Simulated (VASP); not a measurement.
# CuO (Pm-3m) in VASP: further runs, part 2 of 2

VASP 6.6.1. Earlier steps stand in the parts before.

### 3 Single point, PBE, collinear spin, ferromagnetic start

This run uses another cell than the first one, of 11.65 Å³/atom, 1.257 times its volume.

Contents of INCAR:

```
ALGO = Normal
EDIFF = 1E-6
ENCUT = 520
GGA = PE
ISIF = 2
ISMEAR = 0
ISPIN = 2
LASPH = True
LCHARG = True
LELF = True
LMAXMIX = 4
LORBIT = 11
LREAL = False
LVHAR = True
LWAVE = False
MAGMOM = 1 0
NBANDS = 20
NELM = 150
PREC = Accurate
SIGMA = 0.1
```

Contents of KPOINTS:

```
k-points
0
Gamma
  6 6 6
```

Contents of POSCAR:

```
CuO
1.0
    2.8558358200      0.0000000000      0.0000000000
    0.0000000000      2.8558358200      0.0000000000
    0.0000000000      0.0000000000      2.8558358200
Cu O
1 1
Direct
    0.0000000000      0.0000000000      0.0000000000
    0.5000000000      0.5000000000      0.5000000000
```

Potentials or basis: VASP PAW PBE potentials, release 64 (Cu, O).

Started as:

```console
$ cat potpaw_PBE.64/Cu/POTCAR potpaw_PBE.64/O/POTCAR > POTCAR
$ mpirun -np 1 vasp_std > vasp.out
```

Wall time 16 s (1 thread of Intel Xeon Platinum 8488C (Sapphire Rapids), shared host); peak memory 0.15 GiB.

It converged, with:

- Free energy: -8.2712 eV
- Pressure: -21.0 GPa
- Band gap on the k mesh: zero (filled and empty bands overlap)
- Net moment: 1.01 μB per cell
- Site moments: Cu +0.41; O +0.56 μB
- Valence electrons inside the program's atomic spheres: Cu 9.59; O 4.76

Levels at points of the mesh, in eV from the Fermi level:
Spin up:
```
           k point  band 7  band 8  band 9  band 10  band 11  band 12
(0.00, 0.00, 0.00)   -1.55   -1.55   -1.55    -0.36    14.47    14.47
(0.50, 0.00, 0.00)   -1.13   -0.30   -0.30     5.30     5.68    15.59
(0.50, 0.50, 0.00)   -1.82   -1.24   -1.12     4.25     9.37     9.37
(0.50, 0.50, 0.50)   -0.34   -0.34   -0.34     6.77     6.77     6.77
```
Spin down:
```csv
k point,band 4,band 5,band 6,band 7,band 8,band 9,band 10,band 11,band 12,band 13
"(0.00, 0.00, 0.00)",-0.96,-0.96,-0.96,-0.86,-0.86,-0.86,-0.21,14.45,14.45,16.61
"(0.50, 0.00, 0.00)",-2.12,-2.07,-0.92,-0.77,0.65,0.65,5.35,6.24,15.57,15.57
"(0.50, 0.50, 0.00)",-2.04,-1.43,-1.25,-1.25,-0.83,-0.15,4.26,9.70,9.70,15.07
"(0.50, 0.50, 0.50)",-3.92,-0.82,-0.82,0.50,0.50,0.50,6.66,6.66,6.66,9.93
```

Caveat: the k points lie up to 0.37 Å⁻¹ apart; a cell with one magnetic atom can't hold antiferromagnetic order, which such compounds often take; semilocal functionals often make such compounds metallic where correlation or magnetic order opens a gap, which also shifts bond lengths.

### 4 Relaxation of cell and atoms, PBE, collinear spin, ferromagnetic start

This run uses another cell than the first one, of 11.65 Å³/atom, 1.257 times its volume.

Contents of INCAR:

```
ALGO = Normal
EDIFF = 1E-7
EDIFFG = -0.04
ENCUT = 600
GGA = PE
IBRION = 2
ISIF = 3
ISMEAR = 0
ISPIN = 2
LASPH = T
LCHARG = F
LMAXMIX = 4
LORBIT = 11
LREAL = F
LWAVE = F
MAGMOM = 1 0
NELM = 150
NSW = 90
PREC = Accurate
SIGMA = 0.1
```

KPOINTS is that of step 3.

POSCAR is that of step 3.

Started as:

```console
$ cat potpaw_PBE.64/Cu/POTCAR potpaw_PBE.64/O/POTCAR > POTCAR
$ mpirun -np 1 vasp_std > vasp.out
```

Run time: 45 s. Hardware: 1 thread of Intel Xeon Platinum 8488C (Sapphire Rapids), shared host; peak memory 0.16 GiB.

The run converged. Its results:

| Quantity | Value |
| --- | --- |
| Free energy | -8.6797 eV |
| Relaxed volume | 9.25 Å³/atom |
| Relaxed cell | a = 2.644 Å, b = 2.644 Å, c = 2.644 Å, α = 90.00°, β = 90.00°, γ = 90.00° |
| Space group after relaxing (to 0.05 Å) | Pm-3m (No. 221) |
| Energy gained by relaxing | 203.8 meV/atom |
| Ionic steps | 3 |
| Pressure after relaxing | 0.2 GPa |
| Band gap on the k mesh | zero (filled and empty bands overlap) |
| Net moment | 0.98 μB per cell |
| Site moments | Cu +0.45; O +0.50 μB |
| Valence electrons inside the program's atomic spheres | Cu 9.74; O 4.86 |

The path:
| step | energy change (eV) | largest force (eV/Å) | pressure (GPa) | volume (Å³) |
| --- | --- | --- | --- | --- |
| 1 | 0.0000 | 0.0000 | -21.67 | 23.29 |
| 2 | -0.4071 | 0.0000 | 1.09 | 18.37 |
| 3 | -0.4077 | 0.0000 | 0.17 | 18.49 |

Final structure:
```
CELL_PARAMETERS angstrom
2.64437 0.00000 0.00000
0.00000 2.64437 0.00000
0.00000 0.00000 2.64437
ATOMIC_POSITIONS crystal
Cu 0.00000 0.00000 0.00000
O 0.50000 0.50000 0.50000
```

Levels at points of the mesh, in eV from the Fermi level:
Spin up:
```csv
k point,band 7,band 8,band 9,band 10,band 11,band 12
"(0.00, 0.00, 0.00)",-1.83,-1.83,-1.83,0.53,15.61,15.61
"(0.50, 0.00, 0.00)",-1.26,-0.08,-0.08,6.29,7.47,17.53
"(0.50, 0.50, 0.00)",-2.25,-1.41,-1.25,5.12,11.04,11.04
"(0.50, 0.50, 0.50)",-0.12,-0.12,-0.12,7.03,7.03,7.03
```
Spin down:
| k point | band 4 | band 5 | band 6 | band 7 | band 8 | band 9 | band 10 | band 11 | band 12 | band 13 |
| --- | --- | --- | --- | --- | --- | --- | --- | --- | --- | --- |
| (0.00, 0.00, 0.00) | -1.39 | -1.39 | -1.39 | -1.17 | -1.17 | -1.17 | 0.77 | 15.64 | 15.64 | 19.56 |
| (0.50, 0.00, 0.00) | -2.92 | -2.75 | -1.11 | -0.88 | 0.84 | 0.84 | 6.41 | 8.02 | 17.56 | 17.56 |
| (0.50, 0.50, 0.00) | -2.73 | -1.70 | -1.62 | -1.62 | -0.93 | -0.42 | 5.18 | 11.39 | 11.39 | 17.08 |
| (0.50, 0.50, 0.50) | -5.45 | -0.90 | -0.90 | 0.73 | 0.73 | 0.73 | 6.96 | 6.96 | 6.96 | 12.87 |

Caveat: the k points lie up to 0.40 Å⁻¹ apart in the final cell; the volume moved by over 15 % at a fixed basis, so the end points are rough; a cell with one magnetic atom can't hold antiferromagnetic order, which such compounds often take; semilocal functionals often make such compounds metallic where correlation or magnetic order opens a gap, which also shifts bond lengths. With open d or f shells a metallic result of PBE can be an artefact of self-interaction; +U or a hybrid may open a gap.

### 5 Single point, PBE, collinear spin, ferromagnetic start

Contents of INCAR:

```
SYSTEM = CuO
ALGO = Normal
EDIFF = 1E-7
ENCUT = 520
GGA = PE
ISIF = 2
ISMEAR = 0
ISPIN = 2
LASPH = .TRUE.
LCHARG = .FALSE.
LMAXMIX = 4
LORBIT = 11
LREAL = .FALSE.
LWAVE = .FALSE.
MAGMOM = 0.52 0.6
NBANDS = 20
NELM = 150
PREC = Accurate
SIGMA = 0.1
```

Contents of KPOINTS:

```
k-points
0
G
  20 20 20
  0 0 0
```

Contents of POSCAR:

```
CuO
1.0
    2.6459131788      0.0000000000      0.0000000000
    0.0000000000      2.6459131788      0.0000000000
    0.0000000000      0.0000000000      2.6459131788
Cu O
1 1
Direct
    0.0000000000      0.0000000000      0.0000000000
    0.5000000000      0.5000000000      0.5000000000
```

Started as:

```console
$ cat potpaw_PBE.64/Cu/POTCAR potpaw_PBE.64/O/POTCAR > POTCAR
$ mpirun -np 1 vasp_std > vasp.out
```

It took 3 min on 1 thread of Intel Xeon Platinum 8488C (Sapphire Rapids), shared host; peak memory 0.26 GiB.

Results (log left out):

```
Free energy                                           : -8.6654 eV
Pressure                                              : 0.1 GPa
Band gap on the k mesh                                : zero (filled and empty bands overlap)
Net moment                                            : 1.00 μB per cell
Site moments                                          : Cu +0.45; O +0.51 μB
Valence electrons inside the program's atomic spheres : Cu 9.74; O 4.86
```

Levels at points of the mesh, in eV from the Fermi level:
Spin up:
```csv
k point,band 7,band 8,band 9,band 10,band 11,band 12
"(0.00, 0.00, 0.00)",-1.85,-1.85,-1.85,0.51,15.59,15.59
"(0.50, 0.00, 0.00)",-1.27,-0.09,-0.09,6.27,7.44,17.49
"(0.50, 0.50, 0.00)",-2.26,-1.41,-1.26,5.11,11.02,11.02
"(0.50, 0.50, 0.50)",-0.13,-0.13,-0.13,7.02,7.02,7.02
```
Spin down:
```tsv
k point	band 6	band 7	band 8	band 9	band 10	band 11
(0.00, 0.00, 0.00)	-1.39	-1.17	-1.17	-1.17	0.75	15.63
(0.50, 0.00, 0.00)	-1.11	-0.88	0.84	0.84	6.39	8.00
(0.50, 0.50, 0.00)	-1.62	-1.62	-0.93	-0.42	5.17	11.37
(0.50, 0.50, 0.50)	-0.91	0.73	0.73	0.73	6.95	6.95
```

Caveat: a cell with one magnetic atom can't hold antiferromagnetic order, which such compounds often take; semilocal functionals often make such compounds metallic where correlation or magnetic order opens a gap, which also shifts bond lengths. With open d or f shells a metallic result of PBE can be an artefact of self-interaction; +U or a hybrid may open a gap.

### 6 Overview

| task | cell | k mesh | cutoff (eV) | gap on the mesh (eV) | pressure (GPa) | moment (μB) |
| --- | --- | --- | --- | --- | --- | --- |
| single point | a = 2.646 Å, 2 atoms | 6 × 6 × 6 | 520 | none | -0.1 | 0.98 |
| single point | a = 2.856 Å, 2 atoms | 6 × 6 × 6 | 520 | none | -21.0 | 1.01 |
| relaxation of cell and atoms | relaxed from a = 2.856 Å, 2 atoms | 6 × 6 × 6 | 600 | none | 0.2 | 0.98 |
| single point | a = 2.646 Å, 2 atoms | 20 × 20 × 20 | 520 | none | 0.1 | 1.00 |

Alike in all rows: level PBE; potentials or basis VASP PAW PBE potentials, release 64 (Cu, O); spin collinear, ferromagnetic start; smearing gaussian 0.1 eV.

Caveats: some runs use coarse meshes; a cell with one magnetic atom can't hold antiferromagnetic order, which such compounds often take; semilocal functionals often make such compounds metallic where correlation or magnetic order opens a gap, which also shifts bond lengths; the volume moved by over 15 % at a fixed basis, so the end points are rough (some runs).

Absolute energies hang on the potentials; compare differences alone.
